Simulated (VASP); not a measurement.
# BaTe (P6_3/mmc) in VASP: a series of runs, part 2 of 2

VASP 6.6.1.

## 3. Relaxation of cell and atoms, PBE

This run uses another cell than the first one, of 56.15 Å³/atom.

Contents of INCAR:

```
ALGO = Normal ; EDIFF = 1E-6
EDIFFG = -0.005 ; ENCUT = 600
GGA = PE ; IBRION = 2
ISIF = 3 ; ISMEAR = -1
LASPH = True ; LCHARG = False
LREAL = False ; LWAVE = False
NELM = 100 ; NSW = 80
PREC = Accurate ; SIGMA = 0.02
```

Contents of KPOINTS:

```
k-points
0
Gamma
  6 6 4
```

Contents of POSCAR:

```
BaTe
1.0
    5.9201860507      0.0000000000      0.0000000000
   -2.9600930253      5.1270315150      0.0000000000
    0.0000000000      0.0000000000      7.3998393000
Ba Te
2 2
Direct
    0.3333333333      0.6666666667      0.2500000000
    0.6666666667      0.3333333333      0.7500000000
    0.6666666667      0.3333333333      0.2500000000
    0.3333333333      0.6666666667      0.7500000000
```

Potentials or basis: VASP PAW PBE potentials, release 64 (Ba_sv, Te).

Command:

```bash
cat potpaw_PBE.64/Ba_sv/POTCAR potpaw_PBE.64/Te/POTCAR > POTCAR
mpirun -np 1 vasp_std > vasp.out
```

OUTCAR:

```text
EDIFF = 1E-6
   EDIFFG = -0.005
   ENCUT = 600
   GGA = PE
   IBRION = 2
   ISIF = 3
   ISMEAR = -1
   LASPH = True
   LREAL = False
   NELM = 100
   NSW = 80
   PREC = Accurate

 ion  position               nearest neighbor table
   1  0.333  0.667  0.250-   3 3.42   3 3.42   3 3.42   4 3.70   4 3.70
   2  0.667  0.333  0.750-   4 3.42   4 3.42   4 3.42   3 3.70   3 3.70
   3  0.667  0.333  0.250-   1 3.42   1 3.42   1 3.42   2 3.70   2 3.70
   4  0.333  0.667  0.750-   2 3.42   2 3.42   2 3.42   1 3.70   1 3.70

  LATTYP: Found a hexagonal cell.
 ALAT       =     5.9201860507
 C/A-ratio  =     1.2499335725

  Lattice vectors:

 A1 = (   5.9201860507,   0.0000000000,   0.0000000000)
 A2 = (  -2.9600930253,   5.1270315150,   0.0000000000)
 A3 = (   0.0000000000,   0.0000000000,   7.3998393000)

Analysis of symmetry for initial positions (statically):
=====================================================================
 Subroutine PRICEL returns:
 Original cell was already a primitive cell.

 Routine SETGRP: Setting up the symmetry group for a
 hexagonal supercell.

 Subroutine GETGRP returns: Found 24 space group operations
 (whereof 12 operations were pure point group operations)
 out of a pool of 24 trial point group operations.

The static configuration has the point symmetry D_3d.
 The point group associated with its full space group is D_6h.

Analysis of symmetry for dynamics (positions and initial velocities):
=====================================================================
 Subroutine PRICEL returns:
 Original cell was already a primitive cell.

 Routine SETGRP: Setting up the symmetry group for a
 hexagonal supercell.

 Subroutine GETGRP returns: Found 24 space group operations
 (whereof 12 operations were pure point group operations)
 out of a pool of 24 trial point group operations.

The dynamic configuration has the point symmetry D_3d.
 The point group associated with its full space group is D_6h.

 Subroutine INISYM returns: Found 24 space group operations
 (whereof 12 operations are pure point group operations),
 and found     1 'primitive' translations

[... 104 lines left out ...]
   PSTRESS=    0.0 pullay stress
   NELECT =      32.0000    total number of electrons
   NUPDOWN=      -1.0000    fix difference up-down
   EMIN   =  10.00;   EMAX   =-10.00  energy-range for DOS
   EFERMI =   0.00;   METHOD = LEGACY
   ISMEAR =    -1;   SIGMA  =   0.02  broadening in eV -4-tet -1-fermi 0-gaus
   EFERMI_NEDOS =   21; number of points for ismear=-14 and -15
   IALGO  =     38    algorithm
   IMIX   =      4    mixing-type and parameters
     AMIX     =   0.40;   BMIX     =  1.00
     AMIX_MAG =   1.60;   BMIX_MAG =  1.00
  volume/ion in A,a.u.               =      56.15       378.93
  Fermi-wavevector in a.u.,A,eV,Ry     =   0.855034  1.615781  9.947000  0.731084
  Thomas-Fermi vector in A             =   1.971722
   LORBIT       =      0    0 simple, 1 ext, 2 COOP (PROOUT), +10 PAW based schemes
   GGA     = PE    functional components
   LHFCALC =     F    Hartree Fock is set to
   AEXX    =    0.0000 exact exchange contribution
   IVDW    =     0    specifies the selected vdW correction
   LEPSILON=     F    determine dielectric tensor
   LRPA    =     F    only Hartree local field effects (RPA)
 conjugate gradient relaxation of ions
 non-spin polarized calculation
  energy-cutoff  :      600.00
  volume of cell :      224.61
 maximum number of plane-waves:      7536
 NGX is ok and might be reduce to    48
   NGX = 23   NGY = 23   NGZ = 29

--------------------------------------- Ionic step        1  -------------------------------------------

 number of electron      32.0000000 magnetization

 Free energy of the ion-electron system (eV)
  ---------------------------------------------------
  ext. energy  EPLUGINS =         0.00000000
  ---------------------------------------------------
  free energy    TOTEN  =       -16.69074870 eV

  energy without entropy =      -16.69074870  energy(sigma->0) =      -16.69074870

------------------------ aborting loop because EDIFF is reached ----------------------------------------

  FORCE on cell =-STRESS in cart. coord.  units (eV):
  Direction    XX          YY          ZZ          XY          YZ          ZX
  --------------------------------------------------------------------------------------
  -------------------------------------------------------------------------------------
  Total        0.4216125      0.4216125     -2.9585717      0.0000000      0.0000000     -0.0000000
  in kB        3.0074641      3.0074641    -21.1042075      0.0000000      0.0000000     -0.0000000
  external PRESSURE =      -5.0297598 kB  Pullay stress =       0.0000000 kB
[... 139 lines left out ...]
--------------------------------------- Ionic step        5  -------------------------------------------

 number of electron      32.0000001 magnetization

 Free energy of the ion-electron system (eV)
  ---------------------------------------------------
  ext. energy  EPLUGINS =         0.00000000
  ---------------------------------------------------
  free energy    TOTEN  =       -16.77975718 eV

  energy without entropy =      -16.77975718  energy(sigma->0) =      -16.77975718

 E-fermi :   1.4274     XC(G=0):  -7.0412

 val. band max:        0.9618611064   @ k =   0.0000   0.0000   0.0000
 cond. band min:       2.8674892529   @ k =   0.3333   0.3333   0.0000
 fundamental gap:      1.9056281465
 Fermi energy:         1.4274154338

 k-point     1 :       0.0000    0.0000    0.0000
  band No.  band energies     occupation
      1     -26.3310      2.00000
      2     -26.3176      2.00000
      3     -11.6157      2.00000
      4     -11.5782      2.00000
      5     -11.5782      2.00000
      6     -11.5158      2.00000
[... 503 lines left out ...]
  FREE ENERGIE OF THE ION-ELECTRON SYSTEM (eV)
  ---------------------------------------------------
  free  energy   TOTEN  =       -16.7797571798 eV

  energy  without entropy=      -16.7797571798  energy(sigma->0) =      -16.77975718

 reached required accuracy - stopping structural energy minimisation
```

CONTCAR:

```text
BaTe
   1.00000000000000
     5.9942270710586749    0.0000000000007285   -0.0000000000000000
    -2.9971135354780811    5.1911529195509925    0.0000000000000000
     0.0000000000000000    0.0000000000000000    7.0280442104464198
  Ba              Te
     2     2
Direct
     0.3333333332999970    0.6666666667000030    0.2500000000000000
     0.6666666667000030    0.3333333332999970    0.7500000000000000
     0.6666666667000030    0.3333333332999970    0.2500000000000000
     0.3333333332999970    0.6666666667000030    0.7500000000000000

  0.00000000E+00  0.00000000E+00  0.00000000E+00
  0.00000000E+00  0.00000000E+00  0.00000000E+00
  0.00000000E+00  0.00000000E+00  0.00000000E+00
  0.00000000E+00  0.00000000E+00  0.00000000E+00
```

Wall time 4.5 min (1 thread of AMD EPYC 9R45 (Zen 5), shared host); peak memory 0.42 GiB.

What came out:

| Item | Value |
| --- | --- |
| Free energy | -16.7798 eV |
| Relaxed volume | 54.67 Å³/atom |
| Relaxed cell | a = 5.994 Å, b = 5.994 Å, c = 7.028 Å, α = 90.00°, β = 90.00°, γ = 120.00° |
| Space group after relaxing (to 0.1 Å) | P6_3/mmc (No. 194) |
| Energy gained by relaxing | 22.3 meV/atom |
| Ionic steps | 5 |
| Pressure after relaxing | 0.0 GPa |
| Band gap on the k mesh | 1.91 eV (least direct gap 2.18 eV) |

The path:
```tsv
step	energy change (eV)	largest force (eV/Å)	pressure (GPa)	volume (Å³)
1	0.0000	0.0000	-0.50	224.61
2	-0.0785	0.0000	-0.05	218.80
3	-0.0871	0.0000	0.20	216.54
4	-0.0871	0.0000	0.22	216.37
5	-0.0890	0.0000	-0.01	218.69
```

Final structure:
```xyz
4
Lattice="5.9942 0.0000 0.0000 -2.9971 5.1912 0.0000 0.0000 0.0000 7.0280" Properties=species:S:1:pos:R:3 pbc="T T T"
Ba    0.0000    3.4608    1.7570
Ba    2.9971    1.7304    5.2710
Te    2.9971    1.7304    1.7570
Te    0.0000    3.4608    5.2710
```

Levels at points of the mesh, in eV from the valence-band top:
```tsv
k point	band 13	band 14	band 15	band 16	band 17	band 18	band 19	band 20
(0.00, 0.00, 0.00)	-0.94	-0.91	-0.91	0.00	2.31	2.74	2.74	3.59
(0.50, 0.00, 0.00)	-0.83	-0.75	-0.52	-0.39	2.33	2.74	2.91	3.86
(0.00, 0.00, 0.50)	-1.07	-1.07	-1.07	-1.07	3.13	3.13	4.17	4.17
(0.50, 0.00, 0.50)	-0.90	-0.90	-0.73	-0.73	3.10	3.10	3.83	3.83
```

Caveat: spin-orbit coupling is left out, which moves the levels of the heavy elements.

## 4. Single point, PBE, non-collinear spin, zero start, spin-orbit coupling

Contents of INCAR:

```
SYSTEM = BaTe
PREC     = Accurate       ! precision mode
ENCUT    = 520            ! plane-wave cutoff, eV
EDIFF    = 1E-7           ! SCF threshold, eV
ISMEAR   = 0              ! smearing method
SIGMA    = 0.01           ! smearing width, eV
LREAL    = .FALSE.        ! projectors in reciprocal space
LASPH    = .TRUE.         ! aspherical terms in the spheres
NELM     = 150            ! most SCF steps
ALGO     = Normal         ! electronic algorithm
ISIF     = 2              ! what is computed and relaxed
LWAVE    = .FALSE.        ! write WAVECAR
LCHARG   = .TRUE.         ! write CHGCAR
MAGMOM   = 0 0 0 0 0 0 0 0 0 0 0 0 ! initial moments
LORBIT   = 11             ! projections on sites
LSORBIT  = .TRUE.         ! spin-orbit coupling
GGA_COMPAT= .FALSE.      
LORBMOM  = .TRUE.       
GGA      = PE             ! functional
LVHAR    = .TRUE.       
NBANDS   = 46             ! bands
```

Contents of KPOINTS:

```
Automatic mesh
0
G
  6 6 4
  0 0 0
```

Contents of POSCAR:

```
BaTe
1.0
    5.9738370715      0.0000000000      0.0000000000
   -2.9869185357      5.1734946620      0.0000000000
    0.0000000000      0.0000000000      7.0021674675
Ba Te
2 2
Direct
    0.3333333333      0.6666666667      0.2500000000
    0.6666666667      0.3333333333      0.7500000000
    0.6666666667      0.3333333333      0.2500000000
    0.3333333333      0.6666666667      0.7500000000
```

Potentials or basis: VASP PAW PBE potentials, release 64 (Ba_sv, Te).

Command:

```bash
cat potpaw_PBE.64/Ba_sv/POTCAR potpaw_PBE.64/Te/POTCAR > POTCAR
mpirun -np 1 vasp_ncl > vasp.out
```

OUTCAR:

```text
SYSTEM = BaTe
   PREC = Accurate
   ENCUT = 520
   EDIFF = 1E-7
   ISMEAR = 0
   LREAL = .FALSE.
   LASPH = .TRUE.
   NELM = 150
   ISIF = 2
   LORBIT = 11
   LSORBIT = .TRUE.
   GGA = PE

 ion  position               nearest neighbor table
   1  0.333  0.667  0.250-   3 3.45   3 3.45   3 3.45   4 3.50   4 3.50
   2  0.667  0.333  0.750-   4 3.45   4 3.45   4 3.45   3 3.50   3 3.50
   3  0.667  0.333  0.250-   1 3.45   1 3.45   1 3.45   2 3.50   2 3.50
   4  0.333  0.667  0.750-   2 3.45   2 3.45   2 3.45   1 3.50   1 3.50

  LATTYP: Found a hexagonal cell.
 ALAT       =     5.9738370715
 C/A-ratio  =     1.1721390094

  Lattice vectors:

 A1 = (   5.9738370715,   0.0000000000,   0.0000000000)
 A2 = (  -2.9869185357,   5.1734946620,   0.0000000000)
 A3 = (   0.0000000000,   0.0000000000,   7.0021674675)

Analysis of symmetry for initial positions (statically):
=====================================================================
 Subroutine PRICEL returns:
 Original cell was already a primitive cell.

 Routine SETGRP: Setting up the symmetry group for a
 hexagonal supercell.

 Subroutine GETGRP returns: Found 24 space group operations
 (whereof 12 operations were pure point group operations)
 out of a pool of 24 trial point group operations.

The static configuration has the point symmetry D_3d.
 The point group associated with its full space group is D_6h.

Analysis of symmetry for dynamics (positions and initial velocities):
=====================================================================
 Subroutine PRICEL returns:
 Original cell was already a primitive cell.

 Routine SETGRP: Setting up the symmetry group for a
 hexagonal supercell.

 Subroutine GETGRP returns: Found 24 space group operations
 (whereof 12 operations were pure point group operations)
 out of a pool of 24 trial point group operations.

The dynamic configuration has the point symmetry D_3d.
 The point group associated with its full space group is D_6h.

Analysis of structural, dynamic, and magnetic symmetry:
[... 1209 lines left out ...]
 ----------------------------------------
  1         0.000   0.000   0.000
  2         0.000   0.000   0.000
  3         0.000  -0.000   0.000
  4         0.000   0.000   0.000
 ----------------------------------------
            0.000   0.000   0.000

 orbital moment (z)

 # of ion     p       d       tot
 ----------------------------------------
  1         0.000   0.000   0.000
  2         0.000   0.000   0.000
  3         0.000   0.000   0.000
  4         0.000   0.000   0.000
 ----------------------------------------
            0.000   0.000   0.000

 Spin-Orbit-Coupling matrix elements

 Ion:    1  E_soc:     -0.3955295
 l=   1
     0.0000000    -0.0653256    -0.0655040
    -0.0653256     0.0000000    -0.0653256
    -0.0655040    -0.0653256     0.0000000
 l=   2
     0.0000000    -0.0000584     0.0000000    -0.0000584    -0.0005360
    -0.0000584     0.0000000    -0.0004341     0.0000283    -0.0000584
     0.0000000    -0.0004341     0.0000000    -0.0004341     0.0000000
    -0.0000584     0.0000283    -0.0004341     0.0000000    -0.0000584
    -0.0005360    -0.0000584     0.0000000    -0.0000584     0.0000000
 l=   3
     0.0000000     0.0000000     0.0000000     0.0000000     0.0000000     0.0000000     0.0000000
     0.0000000     0.0000000     0.0000000     0.0000000     0.0000000     0.0000000     0.0000000
     0.0000000     0.0000000     0.0000000     0.0000000     0.0000000     0.0000000     0.0000000
     0.0000000     0.0000000     0.0000000     0.0000000     0.0000000     0.0000000     0.0000000
[... 49 lines left out ...]
 l=   2
     0.0000000    -0.0000013     0.0000000    -0.0000013    -0.0000080
    -0.0000013     0.0000000    -0.0000004    -0.0000038    -0.0000013
     0.0000000    -0.0000004     0.0000000    -0.0000004     0.0000000
    -0.0000013    -0.0000038    -0.0000004     0.0000000    -0.0000013
    -0.0000080    -0.0000013     0.0000000    -0.0000013     0.0000000
 l=   3
     0.0000000     0.0000000     0.0000000     0.0000000     0.0000000     0.0000000     0.0000000
     0.0000000     0.0000000     0.0000000     0.0000000     0.0000000     0.0000000     0.0000000
     0.0000000     0.0000000     0.0000000     0.0000000     0.0000000     0.0000000     0.0000000
     0.0000000     0.0000000     0.0000000     0.0000000     0.0000000     0.0000000     0.0000000
     0.0000000     0.0000000     0.0000000     0.0000000     0.0000000     0.0000000     0.0000000
     0.0000000     0.0000000     0.0000000     0.0000000     0.0000000     0.0000000     0.0000000
     0.0000000     0.0000000     0.0000000     0.0000000     0.0000000     0.0000000     0.0000000

 total charge

# of ion       s       p       d       tot
------------------------------------------
    1        2.011   5.601   0.266   7.878
    2        2.011   5.601   0.266   7.878
    3        1.340   2.124   0.003   3.466
    4        1.340   2.124   0.003   3.466
--------------------------------------------------
tot          6.701  15.450   0.537  22.689

 magnetization (x)

# of ion       s       p       d       tot
------------------------------------------
    1        0.000   0.000   0.000   0.000
    2        0.000   0.000   0.000   0.000
    3        0.000   0.000   0.000   0.000
    4        0.000   0.000   0.000   0.000
--------------------------------------------------
tot          0.000   0.000   0.000   0.000

 magnetization (y)

# of ion       s       p       d       tot
------------------------------------------
    1        0.000   0.000   0.000   0.000
    2        0.000   0.000   0.000   0.000
    3        0.000  -0.000   0.000  -0.000
    4        0.000  -0.000   0.000  -0.000
--------------------------------------------------
tot          0.000  -0.000   0.000  -0.000

 magnetization (z)

# of ion       s       p       d       tot
------------------------------------------
    1        0.000   0.000   0.000   0.000
    2        0.000   0.000   0.000   0.000
    3        0.000   0.000   0.000   0.000
    4        0.000   0.000   0.000   0.000
--------------------------------------------------
tot          0.000   0.000   0.000   0.000
```

Wall time 7.3 min (1 thread of AMD EPYC 9R45 (Zen 5), shared host); peak memory 0.96 GiB.

Results:

```
Free energy                                           : -17.3593 eV
Pressure                                              : 0.2 GPa
Net moment                                            : 0.00 μB per cell
Valence electrons inside the program's atomic spheres : Ba 7.88; Te 3.47
```

Stress tensor (GPa, compression positive):
```
0.20 0.00 0.00
0.00 0.20 0.00
0.00 0.00 0.28
```

Moments on the atoms (μB; x, y, z):
```
Ba  0.00 0.00 0.00
Ba  0.00 0.00 0.00
Te  0.00 0.00 0.00
Te  0.00 0.00 0.00
```

## 5. The runs side by side

| task | spin | cell | cutoff (eV) | smearing | gap on the mesh (eV) | pressure (GPa) |
| --- | --- | --- | --- | --- | --- | --- |
| single point | off | a = 5.974, b = 5.974, c = 7.002 Å, angles 90.0, 90.0, 120.0°, 4 atoms | 520 | fermi-dirac 0.02 eV | 1.89 | 0.2 |
| relaxation of cell and atoms | off | relaxed from a = 5.920, b = 5.920, c = 7.400 Å, angles 90.0, 90.0, 120.0°, 4 atoms | 600 | fermi-dirac 0.02 eV | 1.91 | 0.0 |
| single point | non-collinear, zero start, SOC | a = 5.974, b = 5.974, c = 7.002 Å, angles 90.0, 90.0, 120.0°, 4 atoms | 520 | gaussian 0.01 eV | - | 0.2 |

Alike in all rows: level PBE; potentials or basis VASP PAW PBE potentials, release 64 (Ba_sv, Te); k mesh 6 × 6 × 4.

Caveats: spin-orbit coupling is left out, which moves the levels of the heavy elements (at least some runs).

Total energies depend on the potentials used, so only differences within one code and one set of settings carry meaning.
